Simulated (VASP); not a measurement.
## MgO: vibrations by perturbation theory with PBEsol

MgO:

```
Mg O
1.0
     0.00000    2.09018    2.09018
     2.09018    0.00000    2.09018
     2.09018    2.09018    0.00000
Mg O
1 1
Direct
  0.00000 0.00000 0.00000
  0.50000 0.50000 0.50000
```

```yaml
Program: VASP 6.6.1
Task: vibrations by perturbation theory
Functional: PBEsol
Potentials_or_basis: VASP PAW PBE potentials, release 64 (Mg, O)
Cutoff: 520 eV
k_mesh: 10 × 10 × 10
Occupations: gaussian, width 0.01 eV
Spin: no spin polarisation
Dipole_correction: no
Further_INCAR_settings: ALGO = Normal; EDIFF = 1e-08; IBRION = 8; NSW = 1
```

| Property | Result |
| --- | --- |
| Electronic dielectric tensor (diagonal) | 3.14 |
| Born charges (mean of the diagonal) | Mg +1.96; O -1.96 e |
| Highest phonon frequency at Γ, LO-TO splitting left out | 413 cm⁻¹ |

Phonon frequencies in cm⁻¹ (negative: imaginary):
```
              q point        frequencies
(0.000, 0.000, 0.000)  0 0 0 413 413 413
```

Electronic dielectric tensor:
```
3.14 0.00 0.00
0.00 3.14 0.00
0.00 0.00 3.14
```

Born effective charge tensors (e):
atom 1, Mg
```
1.96 0.00 0.00
0.00 1.96 0.00
0.00 0.00 1.96
```
atom 2, O
```
-1.96  0.00  0.00
 0.00 -1.96  0.00
 0.00  0.00 -1.96
```

It took 110 s on 1 thread of AMD EPYC 7R13 Processor (Zen 3), on a shared host, peak memory 0.16 GiB.

Caveat: the cell wasn't relaxed at this level first, which shifts response properties.
